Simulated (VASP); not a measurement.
Mo:

```
Mo
1.0
    -1.60465    1.60465    1.60465
     1.60465   -1.60465    1.60465
     1.60465    1.60465   -1.60465
Mo
1
Direct
  0.00000 0.00000 0.00000
```

Base run:

| Item | Value |
| --- | --- |
| Program | VASP 6.6.1 |
| Functional | r2SCAN |
| Potentials or basis | VASP PAW PBE potentials, release 64 (Mo_sv) |
| Cutoff | 520 eV |
| k mesh | 12 × 12 × 12 |
| Occupations | fermi-dirac, width 0.05 eV |
| Spin | no spin polarisation |

Its results: band gap on the k mesh zero (band 7 reaches 15.50 eV, above the bottom of band 8 at 10.35 eV); pressure -12.8 GPa.

**Question.** The run is repeated on the same cell with these changes: functional from r2SCAN to PBEsol. What comes out?

**Answer.** Band gap on the k mesh zero (band 7 reaches 15.29 eV, above the bottom of band 8 at 10.33 eV); pressure -17.9 GPa.

Caveats: the PAW data sets were made with another functional, which shifts forces and pressure a little.
